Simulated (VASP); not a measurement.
Set up this calculation in VASP 6.6.1, as the native input.

* Task: electric field gradients
* Functional: PBE
* Potentials or basis: VASP PAW PBE potentials, release 64 (Ir, Bi_d)
* Cutoff: 520 eV
* k mesh: 9 × 9 × 5
* Occupations: fermi-dirac, width 0.05 eV
* Spin: no spin polarisation
* Dipole correction: no
* Further INCAR settings: ALGO = Normal; EDIFF = 1e-08; NBANDS = 32

The structure of BiIr (wurtzite type) lies in POSCAR:

```
BiIr
1.0
    4.1827179738      0.0000000000      0.0000000000
   -2.0913589870      3.6223400222      0.0000000000
    0.0000000000      0.0000000000      7.5548139708
Ir Bi
2 2
Direct
    0.3333333333      0.6666666667      0.0101404198
    0.6666666667      0.3333333333      0.5101404198
    0.3333333333      0.6666666667      0.3658595802
    0.6666666667      0.3333333333      0.8658595802
```

The input as run:

INCAR

```
SYSTEM = BiIr
ALGO = Normal
EDIFF = 1E-8
ENCUT = 520
GGA = PE
ISIF = 2
ISMEAR = -1
LASPH = .TRUE.
LCHARG = .FALSE.
LEFG = .TRUE.
LREAL = .FALSE.
LWAVE = .FALSE.
NBANDS = 32
NELM = 100
PREC = Accurate
SIGMA = 0.05
```

KPOINTS

```
k-points
0
G
  9 9 5
  0 0 0
```

Potentials or basis: VASP PAW PBE potentials, release 64 (Ir, Bi_d).

The run is started by

```console
$ cat potpaw_PBE.64/Ir/POTCAR potpaw_PBE.64/Bi_d/POTCAR > POTCAR
$ mpirun -np 1 vasp_std > vasp.out
```

It gave:

- Pressure: 0.0 GPa
- Largest force: 0.008 eV/Å
- Band gap on the k mesh: zero (band 24 reaches 7.46 eV, above the bottom of band 25 at 4.65 eV)

Caveat: without QUAD_EFG the Cq values of the log hold for a quadrupole moment of 1 mb, not for the nuclei; spin-orbit coupling is left out, which moves the levels of the heavy elements.

It took 80 s on 1 thread of Intel(R) Xeon(R) Platinum 8375C CPU @ 2.90GHz (Ice Lake) (shared host), peak memory 0.3 GiB.
